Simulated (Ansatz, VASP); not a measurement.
**LiH in VASP and in Ansatz**

File INCAR:

```
SYSTEM = LiH
ALGO = Normal ; EDIFF = 1E-6
ENCUT = 520 ; GGA = CA
ISIF = 2 ; ISMEAR = 0
LASPH = .True. ; LCHARG = .False.
LREAL = .False. ; LWAVE = .False.
NBANDS = 9 ; NELM = 100
PREC = Accurate ; SIGMA = 0.05
```

File KPOINTS:

```
k-points
0
Gamma
  10 10 10
  0 0 0
```

File POSCAR:

```
LiH
1.0
    0.0000000000      2.0325000000      2.0325000000
    2.0325000000      0.0000000000      2.0325000000
    2.0325000000      2.0325000000      0.0000000000
Li H
1 1
Direct
    0.0000000000      0.0000000000      0.0000000000
    0.5071014793      0.5071014793      0.5071014793
```

Input for Ansatz:

```yaml
crystal:
  lattice:
    - [0.0, 2.0325, 2.0325]
    - [2.0325, 0.0, 2.0325]
    - [2.0325, 2.0325, 0.0]
  atoms:
    - { symbol: Li, position: [0.0, 0.0, 0.0] }
    - { symbol: H, position: [0.5071014793, 0.5071014793, 0.5071014793] }
basis:
  ecutwfc: 420
kpoints:
  mp_grid: { grid: [10, 10, 10] }
hamiltonian:
  xc: lda
scf:
  occupations: { method: gaussian, width: 0.05 }
output:
  forces: true
  stress: true
  eigenvalues: true
```

Change from the starting cell: all H atoms moved +0.050 Å, as atom 2 along Cartesian [1 1 1].

Alike in both runs: task single point; functional LDA; k mesh 10 × 10 × 10; occupations gaussian, width 0.05 eV; no spin polarisation.

|  | VASP | Ansatz |
| --- | --- | --- |
| version | VASP 6.6.1 | Ansatz 0.2.0 |
| potentials or method | VASP PAW LDA potentials, release 64 (Li_sv, H), cutoff 520 eV | scalar-relativistic, plane waves, PAW |
| valence electrons in the cell | 4 | 4 |

|  | VASP | Ansatz | Ansatz less VASP |
| --- | --- | --- | --- |
| gap on the k mesh at the Fermi level (eV) | 2.66 | 2.67 | +0.008 |
| least direct gap on the mesh (eV) | 2.66 | 2.67 | +0.008 |
| rms of the force components (eV/Å) | 0.027 | 0.027 | 0.0000 |

LDA's correlation is that of Perdew and Zunger in VASP and of Perdew and Wang (1992) in Ansatz. Atom by atom the forces differ by 0.000 eV/Å (rms over components).

Noted on VASP's run: the cutoff is under 1.25 times that of the potentials, so the pressure is a little rough.
